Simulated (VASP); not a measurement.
# KI (Pm-3m) in VASP: a series of runs

Runs on KI. Level: r2SCAN. Tasks: single point.

Everything below comes from runs of VASP 6.6.1. Logs are shortened: lines on timing, memory, paths and dates and some standing lists are left out, and cuts for length are marked.

### Step 1. The cell of the first run

Symmetry: Pm-3m, No. 221, cubic system. Conventional cell: a = 4.291 Å, b = 4.291 Å, c = 4.291 Å, α = 90.00°, β = 90.00°, γ = 90.00°. Within 4.9 Å of K (site symmetry m-3m) lie 8 I at 3.72 Å and 6 K at 4.29 Å. I (site symmetry m-3m) has 8 K at 3.72 Å and 6 I at 4.29 Å within 4.9 Å.

### Step 2. Single point, r2SCAN

POSCAR reads:

```
KI
1.0
    4.2910851346      0.0000000000      0.0000000000
    0.0000000000      4.2910851346      0.0000000000
    0.0000000000      0.0000000000      4.2910851346
K I
1 1
Direct
    0.0000000000      0.0000000000      0.0000000000
    0.5000000000      0.5000000000      0.5000000000
```

INCAR.step1 reads:

```
PREC     = Accurate       # precision mode
ENCUT    = 520            # plane-wave cutoff, eV
ISMEAR   = 0              # smearing method
SIGMA    = 0.01           # smearing width, eV
LREAL    = False          # projectors in reciprocal space
LASPH    = True           # aspherical terms in the spheres
NELM     = 60             # most SCF steps
NBANDS   = 15             # bands
GGA      = PE             # functional
ALGO     = Normal         # electronic algorithm
EDIFF    = 1E-4           # SCF threshold, eV
LWAVE    = True           # write WAVECAR
LCHARG   = False          # write CHGCAR
```

INCAR.step2 reads:

```
PREC     = Accurate       # precision mode
ENCUT    = 520            # plane-wave cutoff, eV
EDIFF    = 1E-6           # SCF threshold, eV
ISMEAR   = 0              # smearing method
SIGMA    = 0.01           # smearing width, eV
LREAL    = False          # projectors in reciprocal space
LASPH    = True           # aspherical terms in the spheres
NELM     = 60             # most SCF steps
ALGO     = Normal         # electronic algorithm
ISIF     = 2              # what is computed and relaxed
LWAVE    = False          # write WAVECAR
LCHARG   = False          # write CHGCAR
METAGGA  = R2SCAN         # meta-GGA
LMIXTAU  = True         
NBANDS   = 15             # bands
ISTART   = 1
```

KPOINTS reads:

```
regular mesh
0
Gamma
  4 4 4
```

Potentials or basis: VASP PAW PBE potentials, release 64 (K_sv, I).

Started as:

```
$ cat potpaw_PBE.64/K_sv/POTCAR potpaw_PBE.64/I/POTCAR > POTCAR
$ cp INCAR.step1 INCAR
$ mpirun -np 1 vasp_std > vasp.out
$ cp INCAR.step2 INCAR
$ mpirun -np 1 vasp_std > vasp.out
```

OUTCAR:

```text
PREC = Accurate
   ENCUT = 520
   EDIFF = 1E-6
   ISMEAR = 0
   LREAL = False
   LASPH = True
   NELM = 60
   ISIF = 2
   METAGGA = R2SCAN
   ISTART = 1

 ion  position               nearest neighbor table
   1  0.000  0.000  0.000-
   2  0.500  0.500  0.500-

  LATTYP: Found a simple cubic cell.
 ALAT       =     4.2910851346

  Lattice vectors:

 A1 = (   4.2910851346,   0.0000000000,   0.0000000000)
 A2 = (   0.0000000000,   4.2910851346,   0.0000000000)
 A3 = (   0.0000000000,   0.0000000000,   4.2910851346)

Analysis of symmetry for initial positions (statically):
=====================================================================
 Subroutine PRICEL returns:
 Original cell was already a primitive cell.

 Routine SETGRP: Setting up the symmetry group for a
 simple cubic supercell.

 Subroutine GETGRP returns: Found 48 space group operations
 (whereof 48 operations were pure point group operations)
 out of a pool of 48 trial point group operations.

The static configuration has the point symmetry O_h .

Analysis of symmetry for dynamics (positions and initial velocities):
=====================================================================
 Subroutine PRICEL returns:
 Original cell was already a primitive cell.

 Routine SETGRP: Setting up the symmetry group for a
 simple cubic supercell.

 Subroutine GETGRP returns: Found 48 space group operations
 (whereof 48 operations were pure point group operations)
 out of a pool of 48 trial point group operations.

The dynamic configuration has the point symmetry O_h .

 Subroutine INISYM returns: Found 48 space group operations
 (whereof 48 operations are pure point group operations),
 and found     1 'primitive' translations

----------------------------------------------------------------------------------------

                                     Primitive cell

  volume of cell :      79.0135

  direct lattice vectors                    reciprocal lattice vectors
     4.291085135  0.000000000  0.000000000     0.233041286  0.000000000  0.000000000
     0.000000000  4.291085135  0.000000000     0.000000000  0.233041286  0.000000000
     0.000000000  0.000000000  4.291085135     0.000000000  0.000000000  0.233041286

  length of vectors
     4.291085135  4.291085135  4.291085135     0.233041286  0.233041286  0.233041286

  position of ions in fractional coordinates (direct lattice)
     0.000000000  0.000000000  0.000000000
     0.500000000  0.500000000  0.500000000

  ion indices of the primitive-cell ions
   primitive index   ion index
                 1           1
                 2           2

----------------------------------------------------------------------------------------

 KPOINTS: regular mesh

Automatic generation of k-mesh.
 Grid dimensions read from file:
 generate k-points for:    4    4    4

 Generating k-lattice:

  Cartesian coordinates                     Fractional coordinates (reciprocal lattice)
     0.058260322  0.000000000  0.000000000     0.250000000  0.000000000  0.000000000
     0.000000000  0.058260322  0.000000000     0.000000000  0.250000000  0.000000000
     0.000000000  0.000000000  0.058260322     0.000000000  0.000000000  0.250000000

  Length of vectors
     0.058260322  0.058260322  0.058260322

  Shift w.r.t. Gamma in fractional coordinates (k-lattice)
     0.000000000  0.000000000  0.000000000

 Subroutine IBZKPT returns following result:
 ===========================================

 Found     10 irreducible k-points:

 Following reciprocal coordinates:
            Coordinates               Weight
  0.000000  0.000000  0.000000      1.000000
  0.250000  0.000000  0.000000      6.000000
  0.500000  0.000000  0.000000      3.000000
  0.250000  0.250000  0.000000     12.000000
  0.500000  0.250000  0.000000     12.000000
  0.500000  0.500000  0.000000      3.000000
  0.250000  0.250000  0.250000      8.000000
  0.500000  0.250000  0.250000     12.000000
  0.500000  0.500000  0.250000      6.000000
  0.500000  0.500000  0.500000      1.000000
   k-points           NKPTS =     10   k-points in BZ     NKDIM =     10   number of bands    NBANDS=     15
   number of dos      NEDOS =    301   number of ions     NIONS =      2
   total plane-waves  NPLWV =  32768
   dimension x,y,z NGX =    32 NGY =   32 NGZ =   32
   dimension x,y,z NGXF=    64 NGYF=   64 NGZF=   64
   ions per type =               1   1
   NGX,Y,Z   is equivalent  to a cutoff of  12.40, 12.40, 12.40 a.u.
   NGXF,Y,Z  is equivalent  to a cutoff of  24.79, 24.79, 24.79 a.u.
 SYSTEM =  unknown system
   PREC   = accura    normal or accurate (medium, high low for compatibility)
   ISTART =      1    job   : 0-new  1-cont  2-samecut
   ICHARG =      0    charge: 1-file 2-atom 10-const
   ISPIN  =      1    spin polarized calculation?
   LNONCOLLINEAR =      F non collinear calculations
   LSORBIT =      F    spin-orbit coupling
   LASPH  =      T    aspherical Exc in radial PAW
   ENCUT  =  520.0 eV  38.22 Ry    6.18 a.u.   7.98  7.98  7.98*2*pi/ulx,y,z
   NELM   =     60;   NELMIN=  2; NELMDL=  0     # of ELM steps
   EDIFF  = 0.1E-05   stopping-criterion for ELM
   LREAL  =      F    real-space projection
   EDIFFG = 0.1E-04   stopping-criterion for IOM
   NSW    =      0    number of steps for IOM
   IBRION =     -1    ionic relax: 0-MD 1-quasi-New 2-CG
   NFREE  =      0    steps in history (QN), initial steepest desc. (CG)
   ISIF   =      2    stress and relaxation
   ISYM   =      2    0-nonsym 1-usesym 2-fastsym
   POTIM  = 0.5000    time-step for ionic-motion
   TEBEG  =    0.0;   TEEND  =   0.0 temperature during run
   PSTRESS=    0.0 pullay stress
   NELECT =      16.0000    total number of electrons
   NUPDOWN=      -1.0000    fix difference up-down
   EMIN   =  10.00;   EMAX   =-10.00  energy-range for DOS
   EFERMI =   0.00;   METHOD = LEGACY
   ISMEAR =     0;   SIGMA  =   0.01  broadening in eV -4-tet -1-fermi 0-gaus
   EFERMI_NEDOS =   21; number of points for ismear=-14 and -15
   IALGO  =     38    algorithm
   IMIX   =      4    mixing-type and parameters
     AMIX     =   0.40;   BMIX     =  1.00
     AMIX_MAG =   1.60;   BMIX_MAG =  1.00
  volume/ion in A,a.u.               =      39.51       266.60
  Fermi-wavevector in a.u.,A,eV,Ry     =   0.961349  1.816686 12.574391  0.924192
  Thomas-Fermi vector in A             =   2.090713
   LORBIT       =      0    0 simple, 1 ext, 2 COOP (PROOUT), +10 PAW based schemes
   METAGGA = R2SCAN    functional components
   LHFCALC =     F    Hartree Fock is set to
   AEXX    =    0.0000 exact exchange contribution
   IVDW    =     0    specifies the selected vdW correction
   LEPSILON=     F    determine dielectric tensor
   LRPA    =     F    only Hartree local field effects (RPA)
 non-spin polarized calculation
 Gauss-broadening in eV      SIGMA  =   0.01
  energy-cutoff  :      520.00
  volume of cell :       79.01
 maximum number of plane-waves:      2176
 NGX is ok and might be reduce to    32
   NGX = 15   NGY = 15   NGZ = 15

 number of electron      16.0000003 magnetization

 Free energy of the ion-electron system (eV)
  ---------------------------------------------------
  ext. energy  EPLUGINS =         0.00000000
  ---------------------------------------------------
  free energy    TOTEN  =       -33.85719170 eV

  energy without entropy =      -33.85719170  energy(sigma->0) =      -33.85719170

 E-fermi :   0.6318     XC(G=0):  -8.0457

 val. band max:        0.5831521356   @ k =   0.5000   0.5000   0.0000
 cond. band min:       4.6198576663   @ k =   0.0000   0.0000   0.0000
 fundamental gap:      4.0367055307
 Fermi energy:         0.6318367337

 k-point     1 :       0.0000    0.0000    0.0000
  band No.  band energies     occupation
      1     -30.0095      2.00000
      2     -12.6916      2.00000
      3     -12.6916      2.00000
      4     -12.6916      2.00000
      5     -10.9062      2.00000
      6       0.2139      2.00000
      7       0.2139      2.00000
      8       0.2139      2.00000
      9       4.6199      0.00000
     10       5.8348      0.00000
     11       5.8348      0.00000
     12       9.6771      0.00000
     13       9.6771      0.00000
     14       9.6771      0.00000
     15      11.7463      0.00000

 k-point     2 :       0.2500    0.0000    0.0000
  band No.  band energies     occupation
      1     -30.0073      2.00000
      2     -12.7755      2.00000
      3     -12.6859      2.00000
      4     -12.6859      2.00000
      5     -10.7477      2.00000
      6      -0.9151      2.00000
      7       0.2545      2.00000
      8       0.2545      2.00000
      9       5.6304      0.00000
     10       6.2926      0.00000
     11       7.2451      0.00000
     12       9.5323      0.00000
     13       9.5323      0.00000
     14       9.9343      0.00000
     15       9.9922      0.00000

 k-point     3 :       0.5000    0.0000    0.0000
  band No.  band energies     occupation
      1     -30.0050      2.00000
      2     -12.8518      2.00000
      3     -12.6803      2.00000
      4     -12.6803      2.00000
      5     -10.5888      2.00000
      6      -1.7240      2.00000
      7       0.2955      2.00000
      8       0.2955      2.00000
      9       6.7232      0.00000
     10       7.2976      0.00000
     11       8.2125      0.00000
     12       8.3475      0.00000
     13       9.9201      0.00000
     14       9.9201      0.00000
     15      10.0155      0.00000
[... 91 lines left out ...]
 k-point     9 :       0.5000    0.5000    0.2500
  band No.  band energies     occupation
      1     -29.9988      2.00000
      2     -12.7626      2.00000
      3     -12.7626      2.00000
      4     -12.7130      2.00000
      5     -10.4409      2.00000
      6      -1.1347      2.00000
      7      -1.1347      2.00000
      8      -0.3735      2.00000
      9       5.7070      0.00000
     10       7.2426      0.00000
     11       7.2426      0.00000
     12       8.7076      0.00000
     13      10.3827      0.00000
     14      10.3827      0.00000
     15      10.9234      0.00000

 k-point    10 :       0.5000    0.5000    0.5000
  band No.  band energies     occupation
      1     -29.9967      2.00000
      2     -12.7534      2.00000
      3     -12.7534      2.00000
      4     -12.7534      2.00000
      5     -10.3447      2.00000
      6      -1.1033      2.00000
      7      -1.1033      2.00000
      8      -1.1033      2.00000
      9       6.7151      0.00000
     10       6.7151      0.00000
     11       6.7151      0.00000
     12      10.2069      0.00000
     13      10.2069      0.00000
     14      10.2069      0.00000
     15      10.7829      0.00000

------------------------ aborting loop because EDIFF is reached ----------------------------------------

  FORCE on cell =-STRESS in cart. coord.  units (eV):
  Direction    XX          YY          ZZ          XY          YZ          ZX
  --------------------------------------------------------------------------------------
  -------------------------------------------------------------------------------------
  Total        0.0315396      0.0315396      0.0315396     -0.0000000      0.0000000      0.0000000
  in kB        0.6395364      0.6395364      0.6395364     -0.0000000      0.0000000      0.0000000
  external PRESSURE =       0.6395364 kB  Pullay stress =       0.0000000 kB

 VOLUME and BASIS-vectors are now :
 -----------------------------------------------------------------------------
  energy-cutoff  :      520.00
  volume of cell :       79.01
      direct lattice vectors                 reciprocal lattice vectors
     4.291085135  0.000000000  0.000000000     0.233041286  0.000000000  0.000000000
     0.000000000  4.291085135  0.000000000     0.000000000  0.233041286  0.000000000
     0.000000000  0.000000000  4.291085135     0.000000000  0.000000000  0.233041286

 POSITION                                       TOTAL-FORCE (eV/Angst)
 -----------------------------------------------------------------------------------
      0.00000      0.00000      0.00000         0.000000      0.000000      0.000000
      2.14554      2.14554      2.14554         0.000000      0.000000      0.000000
 -----------------------------------------------------------------------------------
    total drift:                                0.000000      0.000000     -0.000000

  FREE ENERGIE OF THE ION-ELECTRON SYSTEM (eV)
  ---------------------------------------------------
  free  energy   TOTEN  =       -33.8571917038 eV

  energy  without entropy=      -33.8571917038  energy(sigma->0) =      -33.85719170
```

Run time: 34 s. Hardware: 1 thread of Oxide Virtual Turin-like, shared host; peak memory 0.16 GiB.

What came out:

```yaml
Free_energy: -33.8572 eV
Pressure: 0.1 GPa
Band_gap_on_the_k_mesh: 4.04 eV (least direct gap 4.41 eV)
```

Caveat: the PAW data sets were made with another functional, which shifts forces and pressure a little; spin-orbit coupling is left out, which moves the levels of the heavy elements. A k mesh can miss the band edges.

[end of part 1 of 2]
